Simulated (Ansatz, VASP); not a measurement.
Two plane-wave programs on TiAl4Ni3

```xyz
8
Lattice="4.0288 0.0000 0.0000 0.0000 4.0288 0.0000 0.0000 0.0000 6.5051" Properties=species:S:1:pos:R:3 pbc="T T T"
Ti    2.0144    2.0144    3.2526
Al    2.0144    0.0000    5.0197
Al    0.0000    2.0144    5.0197
Al    2.0144    0.0000    1.4854
Al    0.0000    2.0144    1.4854
Ni    0.0000    0.0000    0.0000
Ni    2.0144    2.0144    0.0000
Ni    0.0000    0.0000    3.2526
```

Alike in both runs: functional PBE; k mesh 10 × 10 × 6; occupations gaussian, width 0.1 eV; no spin polarisation.

Ansatz relaxed the structure, and its values are those at the end. VASP's run is a single point on that final structure, the one shown.

|  | VASP | Ansatz |
| --- | --- | --- |
| version | VASP 6.6.1 | Ansatz 0.2.0 |
| potentials or method | VASP PAW PBE potentials, release 64 (Ti_sv, Al, Ni), cutoff 520 eV | scalar-relativistic, plane waves, PAW |
| valence electrons in the cell | 54 | 78 |

Ansatz gave:

```
gap on the k mesh at the Fermi level (eV) : none
pressure (GPa)                            : 0.0
```

Q: Estimate VASP's values.

A: gap on the k mesh at the Fermi level (eV): none; pressure (GPa): -0.1.

A gap of «none» marks a metal or a gap that the smearing closes. VASP's potentials hold 54 valence electrons a cell and Ansatz's 78, so a difference there can come from the potentials and not from the codes.
